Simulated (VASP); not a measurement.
# La (P6_3/mmc) in VASP: a series of runs

La is run at these levels: PBEsol; tasks: single point.

Program: VASP 6.6.1. These are calculated values, not measurements. Logs are shortened: lines on timing, memory, paths and dates and some standing lists are left out, and cuts for length are marked.

### 1 The cell of the first run

The structure is hexagonal, space group P6_3/mmc (No. 194). The conventional cell has a = 3.698 Å, b = 3.698 Å, c = 10.306 Å, α = 90.00°, β = 90.00°, γ = 120.00°. Within 4.4 Å of La (site symmetry -3m) lie 12 La at 3.35 to 3.70 Å. La (site symmetry -6m2) has 12 La at 3.35 to 3.70 Å within 4.4 Å.

### 2 Single point, PBEsol

The input, INCAR:

```
SYSTEM = La
PREC = Accurate
ENCUT = 520
EDIFF = 1E-6
ISMEAR = 0
SIGMA = 0.15
LREAL = .FALSE.
LASPH = .TRUE.
NELM = 80
ALGO = Fast
ISIF = 2
LWAVE = .FALSE.
LCHARG = .FALSE.
GGA = PS
NBANDS = 30
```

The input, KPOINTS:

```
regular mesh
0
G
  12 12 4
  0 0 0
```

The input, POSCAR:

```
La
1.0
    3.6979000000      0.0000000000      0.0000000000
   -1.8489500000      3.2024753407      0.0000000000
    0.0000000000      0.0000000000     10.3055000000
La
4
Direct
    0.0000000000      0.0000000000      0.0000000000
    0.0000000000      0.0000000000      0.5000000000
    0.3333333333      0.6666666667      0.2500000000
    0.6666666667      0.3333333333      0.7500000000
```

Potentials or basis: VASP PAW PBE potentials, release 64 (La).

Launch:

```sh
cat potpaw_PBE.64/La/POTCAR > POTCAR
mpirun -np 1 vasp_std > vasp.out
```

OUTCAR:

```text
SYSTEM = La
   PREC = Accurate
   ENCUT = 520
   EDIFF = 1E-6
   ISMEAR = 0
   LREAL = .FALSE.
   LASPH = .TRUE.
   NELM = 80
   ISIF = 2
   GGA = PS

 ion  position               nearest neighbor table
   1  0.000  0.000  0.000-   3 3.35   4 3.35   4 3.35   3 3.35   4 3.35   3 3.35
   2  0.000  0.000  0.500-   3 3.35   4 3.35   4 3.35   3 3.35   4 3.35   3 3.35
   3  0.333  0.667  0.250-   1 3.35   2 3.35   1 3.35   2 3.35   1 3.35   2 3.35
   4  0.667  0.333  0.750-   1 3.35   2 3.35   1 3.35   2 3.35   1 3.35   2 3.35

  LATTYP: Found a hexagonal cell.
 ALAT       =     3.6979000000
 C/A-ratio  =     2.7868519971

  Lattice vectors:

 A1 = (   3.6979000000,   0.0000000000,   0.0000000000)
 A2 = (  -1.8489500000,   3.2024753407,   0.0000000000)
 A3 = (   0.0000000000,   0.0000000000,  10.3055000000)

Analysis of symmetry for initial positions (statically):
=====================================================================
 Subroutine PRICEL returns:
 Original cell was already a primitive cell.

 Routine SETGRP: Setting up the symmetry group for a
 hexagonal supercell.

 Subroutine GETGRP returns: Found 24 space group operations
 (whereof 12 operations were pure point group operations)
 out of a pool of 24 trial point group operations.

The static configuration has the point symmetry D_3d.
 The point group associated with its full space group is D_6h.

Analysis of symmetry for dynamics (positions and initial velocities):
=====================================================================
 Subroutine PRICEL returns:
 Original cell was already a primitive cell.

 Routine SETGRP: Setting up the symmetry group for a
 hexagonal supercell.

 Subroutine GETGRP returns: Found 24 space group operations
 (whereof 12 operations were pure point group operations)
 out of a pool of 24 trial point group operations.

The dynamic configuration has the point symmetry D_3d.
 The point group associated with its full space group is D_6h.

 Subroutine INISYM returns: Found 24 space group operations
 (whereof 12 operations are pure point group operations),
 and found     1 'primitive' translations

----------------------------------------------------------------------------------------

                                     Primitive cell

  volume of cell :     122.0422

  direct lattice vectors                    reciprocal lattice vectors
     3.697900000  0.000000000  0.000000000     0.270423754  0.156129227  0.000000000
    -1.848950000  3.202475341  0.000000000     0.000000000  0.312258454  0.000000000
     0.000000000  0.000000000 10.305500000     0.000000000  0.000000000  0.097035564

  length of vectors
     3.697900000  3.697900000 10.305500000     0.312258454  0.312258454  0.097035564

  position of ions in fractional coordinates (direct lattice)
     0.000000000  0.000000000  0.000000000
     0.000000000  0.000000000  0.500000000
     0.333333333  0.666666667  0.250000000
     0.666666667  0.333333333  0.750000000

  ion indices of the primitive-cell ions
   primitive index   ion index
                 1           1
                 2           2
                 3           3
                 4           4

----------------------------------------------------------------------------------------

 KPOINTS: regular mesh

Automatic generation of k-mesh.
 Grid dimensions read from file:
 generate k-points for:   12   12    4

 Generating k-lattice:

  Cartesian coordinates                     Fractional coordinates (reciprocal lattice)
     0.022535313  0.013010769  0.000000000     0.083333333  0.000000000  0.000000000
     0.000000000  0.026021538  0.000000000     0.000000000  0.083333333  0.000000000
     0.000000000  0.000000000  0.024258891     0.000000000  0.000000000  0.250000000

  Length of vectors
     0.026021538  0.026021538  0.024258891

  Shift w.r.t. Gamma in fractional coordinates (k-lattice)
     0.000000000  0.000000000  0.000000000

 Subroutine IBZKPT returns following result:
 ===========================================

 Found     57 irreducible k-points:

 Following reciprocal coordinates:
            Coordinates               Weight
  0.000000  0.000000  0.000000      1.000000
  0.083333 -0.000000  0.000000      6.000000
  0.166667 -0.000000  0.000000      6.000000
  0.250000  0.000000  0.000000      6.000000
  0.333333  0.000000  0.000000      6.000000
  0.416667  0.000000  0.000000      6.000000
[... 16 lines left out ...]
  0.250000  0.000000  0.250000     12.000000
  0.333333  0.000000  0.250000     12.000000
 [... further k-points ...]
   k-points           NKPTS =     57   k-points in BZ     NKDIM =     57   number of bands    NBANDS=     30
   number of dos      NEDOS =    301   number of ions     NIONS =      4
   total plane-waves  NPLWV =  62720
   dimension x,y,z NGX =    28 NGY =   28 NGZ =   80
   dimension x,y,z NGXF=    56 NGYF=   56 NGZF=  160
   ions per type =               4
   NGX,Y,Z   is equivalent  to a cutoff of  12.59, 12.59, 12.91 a.u.
   NGXF,Y,Z  is equivalent  to a cutoff of  25.18, 25.18, 25.81 a.u.
 SYSTEM =  La
   PREC   = accura    normal or accurate (medium, high low for compatibility)
   ISTART =      0    job   : 0-new  1-cont  2-samecut
   ICHARG =      2    charge: 1-file 2-atom 10-const
   ISPIN  =      1    spin polarized calculation?
   LNONCOLLINEAR =      F non collinear calculations
   LSORBIT =      F    spin-orbit coupling
   LASPH  =      T    aspherical Exc in radial PAW
   ENCUT  =  520.0 eV  38.22 Ry    6.18 a.u.   6.88  6.88 19.16*2*pi/ulx,y,z
   NELM   =     80;   NELMIN=  2; NELMDL= -5     # of ELM steps
   EDIFF  = 0.1E-05   stopping-criterion for ELM
   LREAL  =      F    real-space projection
   EDIFFG = 0.1E-04   stopping-criterion for IOM
   NSW    =      0    number of steps for IOM
   IBRION =     -1    ionic relax: 0-MD 1-quasi-New 2-CG
   NFREE  =      0    steps in history (QN), initial steepest desc. (CG)
   ISIF   =      2    stress and relaxation
   ISYM   =      2    0-nonsym 1-usesym 2-fastsym
   POTIM  = 0.5000    time-step for ionic-motion
   TEBEG  =    0.0;   TEEND  =   0.0 temperature during run
   PSTRESS=    0.0 pullay stress
   NELECT =      44.0000    total number of electrons
   NUPDOWN=      -1.0000    fix difference up-down
   EMIN   =  10.00;   EMAX   =-10.00  energy-range for DOS
   EFERMI =   0.00;   METHOD = LEGACY
   ISMEAR =     0;   SIGMA  =   0.15  broadening in eV -4-tet -1-fermi 0-gaus
   EFERMI_NEDOS =   21; number of points for ismear=-14 and -15
   IALGO  =     68    algorithm
   IMIX   =      4    mixing-type and parameters
     AMIX     =   0.40;   BMIX     =  1.00
     AMIX_MAG =   1.60;   BMIX_MAG =  1.00
  volume/ion in A,a.u.               =      30.51       205.90
  Fermi-wavevector in a.u.,A,eV,Ry     =   1.165169  2.201851 18.471536  1.357620
  Thomas-Fermi vector in A             =   2.301698
   LORBIT       =      0    0 simple, 1 ext, 2 COOP (PROOUT), +10 PAW based schemes
   GGA     = PS    functional components
   LHFCALC =     F    Hartree Fock is set to
   AEXX    =    0.0000 exact exchange contribution
   IVDW    =     0    specifies the selected vdW correction
   LEPSILON=     F    determine dielectric tensor
   LRPA    =     F    only Hartree local field effects (RPA)
 non-spin polarized calculation
 RMM-DIIS sequential band-by-band and
 Gauss-broadening in eV      SIGMA  =   0.15
  energy-cutoff  :      520.00
  volume of cell :      122.04
 maximum number of plane-waves:      3310
 NGX is ok and might be reduce to    28

 number of electron      44.0000003 magnetization

 Free energy of the ion-electron system (eV)
  ---------------------------------------------------
  ext. energy  EPLUGINS =         0.00000000
  ---------------------------------------------------
  free energy    TOTEN  =       -20.92589678 eV

  energy without entropy =      -20.87156249  energy(sigma->0) =      -20.89872964

 E-fermi :   9.7599     XC(G=0): -10.5086

 val. band max:        9.7581757469   @ k =   0.3333   0.3333   0.2500
 cond. band min:       9.7747433082   @ k =   0.1667   0.0833   0.0000
 fundamental gap:      0.0165675613
 Fermi energy:         9.7598710769

 k-point     1 :       0.0000    0.0000    0.0000
  band No.  band energies     occupation
      1     -22.9962      2.00000
      2     -22.6742      2.00000
      3     -22.6715      2.00000
      4     -22.3182      2.00000
      5      -7.9658      2.00000
      6      -6.6483      2.00000
[... 22 lines left out ...]
     29      11.1565      0.00000
     30      11.2080      0.00000

 k-point     2 :       0.0833   -0.0000    0.0000
  band No.  band energies     occupation
      1     -22.9767      2.00000
      2     -22.6633      2.00000
      3     -22.6606      2.00000
      4     -22.3180      2.00000
      5      -7.9211      2.00000
      6      -6.7217      2.00000
[... 22 lines left out ...]
     29      11.2517      0.00000
     30      11.2665      0.00000

 k-point     3 :       0.1667   -0.0000    0.0000
  band No.  band energies     occupation
      1     -22.9211      2.00000
      2     -22.6332      2.00000
      3     -22.6307      2.00000
      4     -22.3193      2.00000
      5      -7.7923      2.00000
      6      -6.9298      2.00000
[... 22 lines left out ...]
     29      11.1807      0.00000
     30      11.2483      0.00000

 k-point     4 :       0.2500    0.0000    0.0000
  band No.  band energies     occupation
      1     -22.8385      2.00000
      2     -22.5917      2.00000
      3     -22.5893      2.00000
      4     -22.3270      2.00000
      5      -7.6066      2.00000
      6      -7.2193      2.00000
[... 22 lines left out ...]
     29      11.3941      0.00000
     30      11.4938      0.00000

 k-point     5 :       0.3333    0.0000    0.0000
  band No.  band energies     occupation
      1     -22.7434      2.00000
      2     -22.5495      2.00000
      3     -22.5476      2.00000
      4     -22.3461      2.00000
      5      -7.5497      2.00000
      6      -7.5049      2.00000
[... 22 lines left out ...]
     29      11.4584      0.00000
     30      11.5049      0.00000
[... 526 lines left out ...]
     29      11.1368      0.00000
     30      11.3019      0.00000

 k-point    22 :       0.1667   -0.0000    0.2500
  band No.  band energies     occupation
      1     -22.8999      2.00000
      2     -22.7452      2.00000
      3     -22.5153      2.00000
      4     -22.3440      2.00000
      5      -7.7266      2.00000
      6      -7.2546      2.00000
[... 22 lines left out ...]
     29      11.1788      0.00000
     30      11.4060      0.00000

 k-point    23 :       0.2500    0.0000    0.2500
  band No.  band energies     occupation
      1     -22.8202      2.00000
      2     -22.6871      2.00000
      3     -22.4916      2.00000
      4     -22.3476      2.00000
      5      -7.5871      2.00000
      6      -7.3724      2.00000
[... 22 lines left out ...]
     29      11.2787      0.00000
     30      11.5854      0.00000

 k-point    24 :       0.3333    0.0000    0.2500
  band No.  band energies     occupation
      1     -22.7288      2.00000
      2     -22.6240      2.00000
      3     -22.4720      2.00000
      4     -22.3618      2.00000
      5      -7.5890      2.00000
      6      -7.3960      2.00000
[... 22 lines left out ...]
     29      11.4579      0.00000
     30      11.6578      0.00000

 [... further k-points ...]

------------------------ aborting loop because EDIFF is reached ----------------------------------------

  FORCE on cell =-STRESS in cart. coord.  units (eV):
  Direction    XX          YY          ZZ          XY          YZ          ZX
  --------------------------------------------------------------------------------------
  -------------------------------------------------------------------------------------
  Total        0.9012688      0.9012688      7.7944874      0.0000000     -0.0000000     -0.0000000
  in kB       11.8319110     11.8319110    102.3264998      0.0000000     -0.0000000     -0.0000000
  external PRESSURE =      41.9967739 kB  Pullay stress =       0.0000000 kB

 VOLUME and BASIS-vectors are now :
 -----------------------------------------------------------------------------
  energy-cutoff  :      520.00
  volume of cell :      122.04
      direct lattice vectors                 reciprocal lattice vectors
     3.697900000  0.000000000  0.000000000     0.270423754  0.156129227  0.000000000
    -1.848950000  3.202475341  0.000000000     0.000000000  0.312258454  0.000000000
     0.000000000  0.000000000 10.305500000     0.000000000  0.000000000  0.097035564

 POSITION                                       TOTAL-FORCE (eV/Angst)
 -----------------------------------------------------------------------------------
      0.00000      0.00000      0.00000         0.000000      0.000000     -0.000000
      0.00000      0.00000      5.15275         0.000000      0.000000     -0.000000
     -0.00000      2.13498      2.57638        -0.000000      0.000000      0.000000
      1.84895      1.06749      7.72912         0.000000     -0.000000     -0.000000
 -----------------------------------------------------------------------------------
    total drift:                                0.000000     -0.000000      0.000000

  FREE ENERGIE OF THE ION-ELECTRON SYSTEM (eV)
  ---------------------------------------------------
  free  energy   TOTEN  =       -20.9258967822 eV

  energy  without entropy=      -20.8715624880  energy(sigma->0) =      -20.89872964
```

It took 12 min on 1 thread of Intel Xeon 6975P-C (Granite Rapids), shared host; peak memory 0.38 GiB.

What came out:

* Free energy: -20.9259 eV
* Pressure: 4.2 GPa
* Band gap on the k mesh: zero (bands 22 and 23 overlap by 1.06 eV)

Caveat: the stress differs along the axes, from 1 to 10 GPa; the PAW data sets were made with another functional, which shifts forces and pressure a little; spin-orbit coupling is left out, which moves the levels of the heavy elements.

### 3 Single point, PBEsol

This run uses another cell than the first one, of the same volume but with other edges.

The input, INCAR:

```
PREC = Accurate
ENCUT = 520
EDIFF = 1E-6
ISMEAR = 0
SIGMA = 0.15
LREAL = F
LASPH = T
NELM = 100
ALGO = Fast
ISIF = 2
LWAVE = F
LCHARG = F
GGA = PS
NBANDS = 30
```

The input, KPOINTS:

```
regular mesh
0
Gamma
  12 12 4
```

The input, POSCAR:

```
La
1.0
    3.5148000000      0.0000000000      0.0000000000
   -1.7574000000      3.0439060892      0.0000000000
    0.0000000000      0.0000000000     11.4298000000
La
4
Direct
    0.0000000000      0.0000000000      0.0000000000
    0.0000000000      0.0000000000      0.5000000000
    0.3333333333      0.6666666667      0.2500000000
    0.6666666667      0.3333333333      0.7500000000
```

Potentials or basis: VASP PAW PBE potentials, release 64 (La).

Launch:

```sh
cat potpaw_PBE.64/La/POTCAR > POTCAR
mpirun -np 1 vasp_std > vasp.out
```

It took 13 min on 1 thread of Intel Xeon 6975P-C (Granite Rapids), shared host; peak memory 0.37 GiB.

Results (log left out):

```
Free energy            : -21.2765 eV
Pressure               : 3.4 GPa
Band gap on the k mesh : zero (bands 22 and 23 overlap by 1.32 eV)
```

Stress tensor (GPa, compression positive):
```
3.78 0.00 0.00
0.00 3.78 0.00
0.00 0.00 2.78
```

Levels at points of the mesh, in eV from the Fermi level:
| k point | band 20 | band 21 | band 22 | band 23 | band 24 | band 25 |
| --- | --- | --- | --- | --- | --- | --- |
| (0.00, 0.00, 0.00) | -1.67 | 0.70 | 0.87 | 1.29 | 1.31 | 1.33 |
| (0.50, 0.00, 0.00) | -1.40 | -0.99 | -0.35 | -0.30 | 0.49 | 1.26 |
| (0.00, 0.00, 0.50) | -1.85 | 0.71 | 0.71 | 1.40 | 1.40 | 1.42 |
| (0.50, 0.00, 0.50) | -1.64 | -1.44 | -1.44 | 0.57 | 0.57 | 1.53 |

Caveat: the cell stands under pressure; the PAW data sets were made with another functional, which shifts forces and pressure a little; spin-orbit coupling is left out, which moves the levels of the heavy elements.

### 4 Single point, PBEsol

This run uses another cell than the first one, of 30.67 Å³/atom.

The input, INCAR:

```
SYSTEM = La
PREC = Accurate
ENCUT = 520
EDIFF = 1E-6
ISMEAR = 0
SIGMA = 0.15
LREAL = .FALSE.
LASPH = .TRUE.
NELM = 100
ALGO = Fast
ISIF = 2
LWAVE = .FALSE.
LCHARG = .TRUE.
GGA = PS
LELF = .TRUE.
LVHAR = .TRUE.
NBANDS = 30
```

The input, KPOINTS:

```
regular mesh
0
G
  12 12 4
  0 0 0
```

The input, POSCAR:

```
La
1.0
    3.4782000000      0.0000000000      0.0000000000
   -1.7391000000      3.0122095595      0.0000000000
    0.0000000000      0.0000000000     11.7108379461
La
4
Direct
    0.0000000000      0.0000000000      0.0000000000
    0.0000000000      0.0000000000      0.5000000000
    0.3333333333      0.6666666667      0.2500000000
    0.6666666667      0.3333333333      0.7500000000
```

Launch:

```sh
cat potpaw_PBE.64/La/POTCAR > POTCAR
mpirun -np 1 vasp_std > vasp.out
```

Wall time 11 min (1 thread of Intel Xeon 6975P-C (Granite Rapids), shared host); peak memory 0.37 GiB.

It converged, with:

```yaml
Free_energy: -21.2449 eV
Pressure: 3.5 GPa
Band_gap_on_the_k_mesh: zero (bands 22 and 23 overlap by 1.31 eV)
```

Stress tensor (GPa, compression positive):
```
4.62 0.00 0.00
0.00 4.62 0.00
0.00 0.00 1.13
```

Levels at points of the mesh, in eV from the Fermi level:
| k point | band 19 | band 20 | band 21 | band 22 | band 23 | band 24 | band 25 | band 26 |
| --- | --- | --- | --- | --- | --- | --- | --- | --- |
| (0.00, 0.00, 0.00) | -1.70 | -1.68 | 0.65 | 0.78 | 1.08 | 1.41 | 1.44 | 1.44 |
| (0.50, 0.00, 0.00) | -1.96 | -1.45 | -1.08 | -0.47 | -0.43 | 0.36 | 1.28 | 1.50 |
| (0.00, 0.00, 0.50) | -1.80 | -1.80 | 0.61 | 0.61 | 1.47 | 1.47 | 1.52 | 1.52 |
| (0.50, 0.00, 0.50) | -1.67 | -1.67 | -1.50 | -1.50 | 0.40 | 0.40 | 1.49 | 1.49 |

Caveat: the cell stands under pressure; the PAW data sets were made with another functional, which shifts forces and pressure a little; spin-orbit coupling is left out, which moves the levels of the heavy elements.

### 5 Summary

```tsv
cell	gap on the mesh (eV)	pressure (GPa)
a = 3.698, b = 3.698, c = 10.306 Å, angles 90.0, 90.0, 120.0°, 4 atoms	none	4.2
a = 3.515, b = 3.515, c = 11.430 Å, angles 90.0, 90.0, 120.0°, 4 atoms	none	3.4
a = 3.478, b = 3.478, c = 11.711 Å, angles 90.0, 90.0, 120.0°, 4 atoms	none	3.5
```

Alike in all rows: task single point; level PBEsol; potentials or basis VASP PAW PBE potentials, release 64 (La); no spin polarisation; k mesh 12 × 12 × 4; cutoff (eV) 520; smearing gaussian 0.15 eV.

Caveats: the PAW data sets were made with another functional, which shifts forces and pressure a little; spin-orbit coupling is left out, which moves the levels of the heavy elements; the cell stands under pressure (at least some runs); the stress differs along the axes, from 1 to 10 GPa (at least some runs).

Total energies depend on the potentials used, so only differences within one code and one set of settings carry meaning.
